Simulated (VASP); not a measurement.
# Cr2Fe (R-3m) in VASP: single point with PBEsol

Aim: the single point of Cr2Fe with PBEsol.

All numbers are computed with VASP 6.6.1; they aren't measurements. Logs are shortened: lines on timing, memory, paths and dates and some standing lists are left out, and cuts for length are marked.

### 1 The cell of the first run

It takes space group R-3m (No. 166, trigonal). The conventional cell has a = 2.475 Å, b = 2.475 Å, c = 18.452 Å, α = 90.00°, β = 90.00°, γ = 120.00°. Within 3.2 Å of Fe (site symmetry -3m) lie 6 Cr at 2.44 Å and 6 Fe at 2.48 Å. Within 3.2 Å of Cr (site symmetry 3m) lie 3 Fe at 2.44 Å and 9 Cr at 2.48 to 2.62 Å.

### 2 Single point, PBEsol, non-collinear spin, typed start

File INCAR:

```
PREC = Accurate ; ENCUT = 520
EDIFF = 1E-6 ; ISMEAR = -1
SIGMA = 0.1 ; LREAL = F
LASPH = T ; NELM = 150
ALGO = Normal ; ISIF = 2
LWAVE = F ; LCHARG = F
LNONCOLLINEAR = T ; MAGMOM = -3.51 1.83 0.575 1.397 -1.091 -2.421 1.966 -2.165 -0.668
LORBIT = 11 ; LMAXMIX = 4
GGA = PS ; NBANDS = 45
```

File KPOINTS:

```
regular mesh
0
Gamma
  7 7 7
```

File POSCAR:

```
Cr2Fe
1.0
    1.2377470920      2.1438408502     -0.0000005947
   -1.2377470920      2.1438408502     -0.0000005947
    0.0000000000     -1.4292255272      6.1505010518
Fe Cr
1 2
Direct
    0.0000000004      0.0000000004      0.0000000011
    0.2261924765      0.2261924765      0.6785774295
    0.7738075231      0.7738075231      0.3214225694
```

Potentials or basis: VASP PAW PBE potentials, release 64 (Fe, Cr_pv).

On the command line:

```console
$ cat potpaw_PBE.64/Fe/POTCAR potpaw_PBE.64/Cr_pv/POTCAR > POTCAR
$ mpirun -np 1 vasp_ncl > vasp.out
```

OUTCAR:

```text
PREC = Accurate
   ENCUT = 520
   EDIFF = 1E-6
   ISMEAR = -1
   LREAL = F
   LASPH = T
   NELM = 150
   ISIF = 2
   LNONCOLLINEAR = T
   LORBIT = 11
   GGA = PS

 ion  position               nearest neighbor table
   1  0.000  0.000  0.000-   3 2.44   3 2.44   3 2.44   2 2.44   2 2.44   2 2.44
   2  0.226  0.226  0.679-   1 2.44   1 2.44   1 2.44   3 2.62   3 2.62   3 2.62
   3  0.774  0.774  0.321-   1 2.44   1 2.44   1 2.44   2 2.62   2 2.62   2 2.62

  LATTYP: Found a trigonal (rhomboedric) cell.
 ALAT       =     6.3143763585
 COS(alpha) =     0.9231519419

  Lattice vectors:

 A1 = (  -1.2377470920,   0.7146153230,   6.1505004571)
 A2 = (   0.0000000000,  -1.4292255272,   6.1505010518)
 A3 = (   1.2377470920,   0.7146153230,   6.1505004571)

Analysis of symmetry for initial positions (statically):
=====================================================================
 Subroutine PRICEL returns:
 Original cell was already a primitive cell.

 Routine SETGRP: Setting up the symmetry group for a
 trigonal (rhombohedral) supercell.

 Subroutine GETGRP returns: Found 12 space group operations
 (whereof 12 operations were pure point group operations)
 out of a pool of 12 trial point group operations.

The static configuration has the point symmetry D_3d.

Analysis of symmetry for dynamics (positions and initial velocities):
=====================================================================
 Subroutine PRICEL returns:
 Original cell was already a primitive cell.

 Routine SETGRP: Setting up the symmetry group for a
 trigonal (rhombohedral) supercell.

 Subroutine GETGRP returns: Found 12 space group operations
 (whereof 12 operations were pure point group operations)
 out of a pool of 12 trial point group operations.

The dynamic configuration has the point symmetry D_3d.

Analysis of structural, dynamic, and magnetic symmetry:
=====================================================================
 Subroutine PRICEL returns:
 Original cell was already a primitive cell.

 Routine SETGRP: Setting up the symmetry group for a
 trigonal (rhombohedral) supercell.

 Subroutine GETGRP returns: Found  1 space group operations
 (whereof  1 operations were pure point group operations)
 out of a pool of 12 trial point group operations.

[... 133 lines left out ...]
  energy-cutoff  :      520.00
  volume of cell :       32.64
 maximum number of plane-waves:      1794
   NGX =  9   NGY =  9   NGZ = 23

 number of electron      31.9999988 magnetization      -0.1666557     -0.6760769     -1.2769355

 number of electron      31.9999987 magnetization       0.0855636     -0.2353190     -0.3465614

 number of electron      31.9999987 magnetization      -0.0369091      0.0243418      0.0154261

 Free energy of the ion-electron system (eV)
  ---------------------------------------------------
  ext. energy  EPLUGINS =         0.00000000
  ---------------------------------------------------
  free energy    TOTEN  =       -28.84996569 eV

  energy without entropy =      -28.72003386  energy(sigma->0) =      -28.78499978

 E-fermi :   9.6385     XC(G=0): -13.9721

 val. band max:        9.6229128399   @ k =   0.1429  -0.1429   0.0000
 cond. band min:       9.6545665103   @ k =   0.4286   0.4286  -0.2857
 fundamental gap:      0.0316536704
 Fermi energy:         9.6385009486

 k-point     1 :       0.0000    0.0000    0.0000
  band No.  band energies     occupation
      1     -33.3626      1.00000
      2     -33.3392      1.00000
      3     -32.9858      1.00000
      4     -32.9621      1.00000
      5     -32.6189      1.00000
      6     -32.6189      1.00000
[... 1117 lines left out ...]
     43      11.6602      0.00000
     44      11.6720      0.00000

 [... further k-points ...]

 [bands above 44 left out]

------------------------ aborting loop because EDIFF is reached ----------------------------------------

  FORCE on cell =-STRESS in cart. coord.  units (eV):
  Direction    XX          YY          ZZ          XY          YZ          ZX
  --------------------------------------------------------------------------------------
  -------------------------------------------------------------------------------------
  Total       -0.0831346     -0.0824749     -0.1030166      0.0000002     -0.0001549     -0.0000009
  in kB       -4.0806326     -4.0482499     -5.0565330      0.0000095     -0.0076049     -0.0000466
  external PRESSURE =      -4.3951385 kB  Pullay stress =       0.0000000 kB

 VOLUME and BASIS-vectors are now :
 -----------------------------------------------------------------------------
  energy-cutoff  :      520.00
  volume of cell :       32.64
      direct lattice vectors                 reciprocal lattice vectors
     1.237747092  2.143840850 -0.000000595     0.403959745  0.233226283  0.054196065
    -1.237747092  2.143840850 -0.000000595    -0.403959745  0.233226283  0.054196065
     0.000000000 -1.429225527  6.150501052     0.000000000  0.000000045  0.162588390

 POSITION                                       TOTAL-FORCE (eV/Angst)
 -----------------------------------------------------------------------------------
      0.00000      0.00000      0.00000         0.000000      0.000001     -0.000005
      0.00000      0.00000      4.17359         0.000000     -0.000057      0.005179
      0.00000      2.85846      1.97691        -0.000001      0.000055     -0.005175
 -----------------------------------------------------------------------------------
    total drift:                                0.000001      0.000002      0.000010

  FREE ENERGIE OF THE ION-ELECTRON SYSTEM (eV)
  ---------------------------------------------------
  free  energy   TOTEN  =       -28.8499656883 eV

  energy  without entropy=      -28.7200338621  energy(sigma->0) =      -28.78499978

 total charge

# of ion       s       p       d       tot
------------------------------------------
    1        0.554   0.645   6.382   7.581
    2        0.451   6.406   4.260  11.117
    3        0.451   6.406   4.260  11.117
--------------------------------------------------
tot          1.455  13.457  14.902  29.814

 magnetization (x)

# of ion       s       p       d       tot
------------------------------------------
    1        0.000   0.000  -0.069  -0.068
    2        0.000   0.000   0.015   0.016
    3        0.000   0.001   0.015   0.016
--------------------------------------------------
tot          0.001   0.001  -0.039  -0.037

 magnetization (y)

# of ion       s       p       d       tot
------------------------------------------
    1       -0.000  -0.000   0.045   0.045
    2       -0.000  -0.000  -0.010  -0.010
    3       -0.000  -0.000  -0.010  -0.010
--------------------------------------------------
tot         -0.000  -0.001   0.026   0.024

 magnetization (z)

# of ion       s       p       d       tot
------------------------------------------
    1       -0.000  -0.000   0.029   0.028
    2       -0.000  -0.000  -0.006  -0.007
    3       -0.000  -0.000  -0.006  -0.007
--------------------------------------------------
tot         -0.000  -0.001   0.016   0.015
```

Wall time 49 min (1 thread of Intel Xeon Platinum 8259CL at 2.50GHz (Skylake/Cascade Lake), shared host); peak memory 0.74 GiB.

What came out:

```yaml
Free_energy: -28.8500 eV
Pressure: -0.4 GPa
Largest_force: 0.005 eV/Å
Band_gap_on_the_k_mesh: zero (bands 32 and 33 overlap by 1.45 eV)
Net_moment: 0.05 μB per cell
Valence_electrons_inside_the_program's_atomic_spheres: Fe 7.58; Cr 11.12
```

Forces in eV/Å, atoms in the order of the input:
```
Fe   0.000  0.000  0.000
Cr   0.000  0.000  0.005
Cr   0.000  0.000 -0.005
```

Stress tensor (GPa, compression positive):
```
-0.41  0.00  0.00
 0.00 -0.40  0.00
 0.00  0.00 -0.51
```

Moments on the atoms (μB; x, y, z):
```
Fe  -0.07  0.04  0.03
Cr   0.02 -0.01 -0.01
Cr   0.02 -0.01 -0.01
```

Caveat: the k points lie up to 0.42 Å⁻¹ apart, too coarse for converged energies and pressures of a metal; the PAW data sets were made with another functional, which shifts forces and pressure a little.

The gap in the log of VASP goes by the Fermi energy; the results here count the filled bands.